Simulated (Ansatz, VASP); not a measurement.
# B2O: VASP beside Ansatz

```
CELL_PARAMETERS angstrom
2.34324 0.00000 0.00000
-1.17162 2.02931 0.00000
0.00000 0.00000 10.05016
ATOMIC_POSITIONS crystal
B 0.00000 0.00000 0.40990
B 0.00000 0.00000 0.59010
B 0.66667 0.33333 0.02935
B 0.33333 0.66667 0.97065
O 0.66667 0.33333 0.35258
O 0.33333 0.66667 0.64742
```

Alike in both runs: task single point; functional PBE; dispersion D3(BJ); k mesh 21 × 21 × 6; occupations gaussian, width 0.15 eV; no spin polarisation.

```csv
,VASP,Ansatz
version,VASP 6.6.1,Ansatz 0.2.0
potentials or method,"VASP PAW PBE potentials, release 64 (B, O), cutoff 520 eV","scalar-relativistic, plane waves, PAW"
valence electrons in the cell,24,24
```

Ansatz gave:

* gap on the k mesh at the Fermi level (eV): none
* rms of the force components (eV/Å): 1.272

Q: Estimate VASP's values.

A: gap on the k mesh at the Fermi level (eV): none; rms of the force components (eV/Å): 1.278.

Atom by atom the forces differ by 0.008 eV/Å (rms over components). A gap of «none» marks a metal or a gap that the smearing closes.
